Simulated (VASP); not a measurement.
# Cs (P6_3/mmc) in VASP: further runs, part 2 of 2

VASP 6.6.1. The steps go on from the part before.

### 3 Single point, PBE

This run uses another cell than the first one, of 129.20 Å³/atom.

INCAR

```
PREC = Accurate
ENCUT = 520
EDIFF = 1E-6
ISMEAR = -1
SIGMA = 0.05
LREAL = F
LASPH = T
NELM = 100
ALGO = Fast
ISIF = 2
LWAVE = F
LCHARG = T
GGA = PE
LELF = T
LVHAR = T
NBANDS = 26
```

KPOINTS

```
Automatic mesh
0
Gamma
  6 6 2
```

POSCAR

```
Cs
1.0
    5.6391526078      0.0000000000      0.0000000000
   -2.8195763039      4.8836494142      0.0000000000
    0.0000000000      0.0000000000     18.7653080570
Cs
4
Direct
    0.6666666667      0.3333333333      0.7500000000
    0.0000000000      0.0000000000      0.5000000000
    0.3333333333      0.6666666667      0.2500000000
    0.0000000000      0.0000000000      0.0000000000
```

Potentials or basis: VASP PAW PBE potentials, release 64 (Cs_sv).

The run is started by

```console
cat potpaw_PBE.64/Cs_sv/POTCAR > POTCAR
mpirun -np 1 vasp_std > vasp.out
```

OUTCAR:

```text
PREC = Accurate
   ENCUT = 520
   EDIFF = 1E-6
   ISMEAR = -1
   LREAL = F
   LASPH = T
   NELM = 100
   ISIF = 2
   GGA = PE

 ion  position               nearest neighbor table
   1  0.667  0.333  0.750-
   2  0.000  0.000  0.500-
   3  0.333  0.667  0.250-
   4  0.000  0.000  0.000-

  LATTYP: Found a hexagonal cell.
 ALAT       =     5.6391526078
 C/A-ratio  =     3.3276822534

  Lattice vectors:

 A1 = (   5.6391526078,   0.0000000000,   0.0000000000)
 A2 = (  -2.8195763039,   4.8836494142,   0.0000000000)
 A3 = (   0.0000000000,   0.0000000000,  18.7653080570)

Analysis of symmetry for initial positions (statically):
=====================================================================
 Subroutine PRICEL returns:
 Original cell was already a primitive cell.

 Routine SETGRP: Setting up the symmetry group for a
 hexagonal supercell.

 Subroutine GETGRP returns: Found 24 space group operations
 (whereof 12 operations were pure point group operations)
 out of a pool of 24 trial point group operations.

The static configuration has the point symmetry D_3d.
 The point group associated with its full space group is D_6h.

Analysis of symmetry for dynamics (positions and initial velocities):
=====================================================================
 Subroutine PRICEL returns:
 Original cell was already a primitive cell.

 Routine SETGRP: Setting up the symmetry group for a
 hexagonal supercell.

 Subroutine GETGRP returns: Found 24 space group operations
 (whereof 12 operations were pure point group operations)
 out of a pool of 24 trial point group operations.

The dynamic configuration has the point symmetry D_3d.
 The point group associated with its full space group is D_6h.

 Subroutine INISYM returns: Found 24 space group operations
 (whereof 12 operations are pure point group operations),
 and found     1 'primitive' translations

----------------------------------------------------------------------------------------

                                     Primitive cell

  volume of cell :     516.7899

  direct lattice vectors                    reciprocal lattice vectors
     5.639152608  0.000000000  0.000000000     0.177331608  0.102382452  0.000000000
    -2.819576304  4.883649414  0.000000000     0.000000000  0.204764903  0.000000000
     0.000000000  0.000000000 18.765308057     0.000000000  0.000000000  0.053289826

  length of vectors
     5.639152608  5.639152608 18.765308057     0.204764903  0.204764903  0.053289826

  position of ions in fractional coordinates (direct lattice)
     0.666666667  0.333333333  0.750000000
     0.000000000  0.000000000  0.500000000
     0.333333333  0.666666667  0.250000000
     0.000000000  0.000000000  0.000000000

  ion indices of the primitive-cell ions
   primitive index   ion index
                 1           1
                 2           2
                 3           3
                 4           4

[... 25 lines left out ...]

 Following reciprocal coordinates:
            Coordinates               Weight
  0.000000  0.000000  0.000000      1.000000
  0.166667  0.000000  0.000000      6.000000
  0.333333  0.000000  0.000000      6.000000
  0.500000  0.000000  0.000000      3.000000
  0.166667  0.166667  0.000000      6.000000
  0.333333  0.166667  0.000000     12.000000
  0.333333  0.333333  0.000000      2.000000
  0.000000  0.000000  0.500000      1.000000
  0.166667  0.000000  0.500000      6.000000
  0.333333  0.000000  0.500000      6.000000
  0.500000  0.000000  0.500000      3.000000
  0.166667  0.166667  0.500000      6.000000
  0.333333  0.166667  0.500000     12.000000
  0.333333  0.333333  0.500000      2.000000
   k-points           NKPTS =     14   k-points in BZ     NKDIM =     14   number of bands    NBANDS=     26
   number of dos      NEDOS =    301   number of ions     NIONS =      4
   total plane-waves  NPLWV = 246960
   dimension x,y,z NGX =    42 NGY =   42 NGZ =  140
   dimension x,y,z NGXF=    84 NGYF=   84 NGZF=  280
   ions per type =               4
   NGX,Y,Z   is equivalent  to a cutoff of  12.38, 12.38, 12.40 a.u.
   NGXF,Y,Z  is equivalent  to a cutoff of  24.76, 24.76, 24.81 a.u.
 SYSTEM =  unknown system
   PREC   = accura    normal or accurate (medium, high low for compatibility)
   ISTART =      0    job   : 0-new  1-cont  2-samecut
   ICHARG =      2    charge: 1-file 2-atom 10-const
   ISPIN  =      1    spin polarized calculation?
   LNONCOLLINEAR =      F non collinear calculations
   LSORBIT =      F    spin-orbit coupling
   LASPH  =      T    aspherical Exc in radial PAW
   ENCUT  =  520.0 eV  38.22 Ry    6.18 a.u.  10.49 10.49 34.89*2*pi/ulx,y,z
   NELM   =    100;   NELMIN=  2; NELMDL= -5     # of ELM steps
   EDIFF  = 0.1E-05   stopping-criterion for ELM
   LREAL  =      F    real-space projection
   EDIFFG = 0.1E-04   stopping-criterion for IOM
   NSW    =      0    number of steps for IOM
   IBRION =     -1    ionic relax: 0-MD 1-quasi-New 2-CG
   NFREE  =      0    steps in history (QN), initial steepest desc. (CG)
   ISIF   =      2    stress and relaxation
   ISYM   =      2    0-nonsym 1-usesym 2-fastsym
   POTIM  = 0.5000    time-step for ionic-motion
   TEBEG  =    0.0;   TEEND  =   0.0 temperature during run
   PSTRESS=    0.0 pullay stress
   NELECT =      36.0000    total number of electrons
   NUPDOWN=      -1.0000    fix difference up-down
   EMIN   =  10.00;   EMAX   =-10.00  energy-range for DOS
   EFERMI =   0.00;   METHOD = LEGACY
   ISMEAR =    -1;   SIGMA  =   0.05  broadening in eV -4-tet -1-fermi 0-gaus
   EFERMI_NEDOS =   21; number of points for ismear=-14 and -15
   IALGO  =     68    algorithm
   IMIX   =      4    mixing-type and parameters
     AMIX     =   0.40;   BMIX     =  1.00
     AMIX_MAG =   1.60;   BMIX_MAG =  1.00
  volume/ion in A,a.u.               =     129.20       871.87
  Fermi-wavevector in a.u.,A,eV,Ry     =   0.673603  1.272926  6.173530  0.453742
  Thomas-Fermi vector in A             =   1.750073
   LORBIT       =      0    0 simple, 1 ext, 2 COOP (PROOUT), +10 PAW based schemes
   GGA     = PE    functional components
   LHFCALC =     F    Hartree Fock is set to
   AEXX    =    0.0000 exact exchange contribution
   IVDW    =     0    specifies the selected vdW correction
   LEPSILON=     F    determine dielectric tensor
   LRPA    =     F    only Hartree local field effects (RPA)
 non-spin polarized calculation
 RMM-DIIS sequential band-by-band and
  energy-cutoff  :      520.00
  volume of cell :      516.79
 maximum number of plane-waves:     14001
 NGX is ok and might be reduce to    42
   NGX = 21   NGY = 21   NGZ = 69

 number of electron      36.0000006 magnetization

 Free energy of the ion-electron system (eV)
  ---------------------------------------------------
  ext. energy  EPLUGINS =         0.00000000
  ---------------------------------------------------
  free energy    TOTEN  =        -3.39002545 eV

  energy without entropy =       -3.34834565  energy(sigma->0) =       -3.36918555

 E-fermi :   0.1789     XC(G=0):  -5.1226

 val. band max:        0.1442509236   @ k =   0.0000   0.0000   0.0000
 cond. band min:       0.1874523070   @ k =   0.5000   0.0000   0.0000
 fundamental gap:      0.0432013835
 Fermi energy:         0.1789137115

 k-point     1 :       0.0000    0.0000    0.0000
  band No.  band energies     occupation
      1     -23.7424      2.00000
      2     -23.7409      2.00000
      3     -23.7407      2.00000
      4     -23.7393      2.00000
      5     -10.5866      2.00000
      6     -10.5450      2.00000
[... 395 lines left out ...]
     25       1.4631      0.00000
     26       1.4762      0.00000

------------------------ aborting loop because EDIFF is reached ----------------------------------------

  FORCE on cell =-STRESS in cart. coord.  units (eV):
  Direction    XX          YY          ZZ          XY          YZ          ZX
  --------------------------------------------------------------------------------------
  -------------------------------------------------------------------------------------
  Total       -0.3795831     -0.3795831     -0.7669308      0.0000000      0.0000000     -0.0000000
  in kB       -1.1768020     -1.1768020     -2.3776763      0.0000000      0.0000000     -0.0000000
  external PRESSURE =      -1.5770934 kB  Pullay stress =       0.0000000 kB

 VOLUME and BASIS-vectors are now :
 -----------------------------------------------------------------------------
  energy-cutoff  :      520.00
  volume of cell :      516.79
      direct lattice vectors                 reciprocal lattice vectors
     5.639152608  0.000000000  0.000000000     0.177331608  0.102382452  0.000000000
    -2.819576304  4.883649414  0.000000000     0.000000000  0.204764903  0.000000000
     0.000000000  0.000000000 18.765308057     0.000000000  0.000000000  0.053289826

 POSITION                                       TOTAL-FORCE (eV/Angst)
 -----------------------------------------------------------------------------------
      2.81958      1.62788     14.07398        -0.000000     -0.000000     -0.000000
      0.00000      0.00000      9.38265         0.000000      0.000000      0.000000
     -0.00000      3.25577      4.69133         0.000000      0.000000      0.000000
      0.00000      0.00000      0.00000         0.000000      0.000000      0.000000
 -----------------------------------------------------------------------------------
    total drift:                               -0.000000      0.000000     -0.000000

  FREE ENERGIE OF THE ION-ELECTRON SYSTEM (eV)
  ---------------------------------------------------
  free  energy   TOTEN  =        -3.3900254461 eV

  energy  without entropy=       -3.3483456486  energy(sigma->0) =       -3.36918555
```

OSZICAR:

```text
N       E                     dE             d eps       ncg     rms          rms(c)
DAV:   1     0.291208893811E+03    0.29121E+03   -0.11651E+04   728   0.100E+03
DAV:   2     0.446614598746E+02   -0.24655E+03   -0.24081E+03  1042   0.178E+02
DAV:   3    -0.207335857134E+01   -0.46735E+02   -0.46521E+02   908   0.794E+01
DAV:   4    -0.336956821686E+01   -0.12962E+01   -0.12954E+01   918   0.162E+01
DAV:   5    -0.338036350049E+01   -0.10795E-01   -0.10794E-01   948   0.152E+00    0.254E-01
RMM:   6    -0.338441129805E+01   -0.40478E-02   -0.56208E-03   840   0.320E-01    0.179E-01
RMM:   7    -0.338957770925E+01   -0.51664E-02   -0.16731E-02   848   0.485E-01    0.665E-02
RMM:   8    -0.338997918676E+01   -0.40148E-03   -0.12594E-03   935   0.154E-01    0.109E-02
RMM:   9    -0.339001523961E+01   -0.36053E-04   -0.26795E-04   997   0.587E-02    0.469E-03
RMM:  10    -0.339002356687E+01   -0.83273E-05   -0.73642E-05   997   0.258E-02    0.249E-03
RMM:  11    -0.339002446004E+01   -0.89317E-06   -0.24264E-05   889   0.122E-02    0.106E-03
RMM:  12    -0.339002544610E+01   -0.98606E-06   -0.56073E-06   748   0.534E-03
   1 F= -.33900254E+01 E0= -.33691855E+01  d E =-.416798E-01
```

stdout:

```text
POSCAR found type information on POSCAR Cs
 POSCAR found :  1 types and       4 ions
 scaLAPACK will be used
 LDA part: xc-table for (Slater+PW92), standard interpolation
 POSCAR, INCAR and KPOINTS ok, starting setup
 FFT: planning ... GRIDC
 FFT: planning ... GRID_SOFT
 FFT: planning ... GRID
 WAVECAR not read
 entering main loop
```

Wall time 2.3 min (1 thread of Oxide Virtual Turin-like, shared host); peak memory 0.54 GiB.

What came out:

- Free energy: -3.3900 eV
- Pressure: -0.2 GPa
- Band gap on the k mesh: zero (bands 18 and 19 overlap by 1.68 eV)

Stress tensor (GPa, compression positive):
```
-0.12  0.00  0.00
 0.00 -0.12  0.00
 0.00  0.00 -0.24
```

Caveat: spin-orbit coupling is left out, which moves the levels of the heavy elements.

### 4 Single point, PBE

This run uses another cell than the first one, of 131.68 Å³/atom.

INCAR

```
PREC = Accurate ; ENCUT = 520
EDIFF = 1E-6 ; ISMEAR = -1
SIGMA = 0.05 ; LREAL = False
LASPH = True ; NELM = 80
ALGO = Fast ; ISIF = 2
LWAVE = False ; LCHARG = False
GGA = PE ; NBANDS = 26
```

KPOINTS

```
regular mesh
0
Gamma
  6 6 2
```

POSCAR

```
Cs
1.0
    5.6750717457      0.0000000000      0.0000000000
   -2.8375358729      4.9147563001      0.0000000000
    0.0000000000      0.0000000000     18.8848355348
Cs
4
Direct
    0.6666666667      0.3333333333      0.7500000000
    0.0000000000      0.0000000000      0.5000000000
    0.3333333333      0.6666666667      0.2500000000
    0.0000000000      0.0000000000      0.0000000000
```

The run is started by

```console
cat potpaw_PBE.64/Cs_sv/POTCAR > POTCAR
mpirun -np 1 vasp_std > vasp.out
```

It took 2 min on 1 thread of Oxide Virtual Turin-like, shared host; peak memory 0.54 GiB.

It converged, with:

- Free energy: -3.3799 eV
- Pressure: -0.2 GPa
- Band gap on the k mesh: zero (bands 18 and 19 overlap by 1.67 eV)

Stress tensor (GPa, compression positive):
```
-0.14  0.00  0.00
 0.00 -0.14  0.00
 0.00  0.00 -0.26
```

Levels at points of the mesh, in eV from the Fermi level:
| k point | band 16 | band 17 | band 18 | band 19 | band 20 | band 21 |
| --- | --- | --- | --- | --- | --- | --- |
| (0.00, 0.00, 0.00) | -10.69 | -1.54 | -1.01 | -1.01 | -0.03 | 0.62 |
| (0.50, 0.00, 0.00) | -10.71 | 0.01 | 0.20 | 0.22 | 0.34 | 0.74 |
| (0.00, 0.00, 0.50) | -10.69 | -1.40 | -1.40 | -0.45 | -0.45 | 1.01 |
| (0.50, 0.00, 0.50) | -10.71 | 0.07 | 0.07 | 0.31 | 0.31 | 0.77 |

Caveat: spin-orbit coupling is left out, which moves the levels of the heavy elements.

### 5 Summary

```csv
cell,gap on the mesh (eV),pressure (GPa)
"a = 5.603, b = 5.603, c = 18.644 Å, angles 90.0, 90.0, 120.0°, 4 atoms",none,-0.1
"a = 5.639, b = 5.639, c = 18.765 Å, angles 90.0, 90.0, 120.0°, 4 atoms",none,-0.2
"a = 5.675, b = 5.675, c = 18.885 Å, angles 90.0, 90.0, 120.0°, 4 atoms",none,-0.2
```

Alike in all rows: task single point; level PBE; potentials or basis VASP PAW PBE potentials, release 64 (Cs_sv); no spin polarisation; k mesh 6 × 6 × 2; cutoff (eV) 520; smearing fermi-dirac 0.05 eV.

Caveats: spin-orbit coupling is left out, which moves the levels of the heavy elements.

Absolute energies hang on the potentials; compare differences alone.

The gap in the log of VASP goes by the Fermi energy; the results here count the filled bands.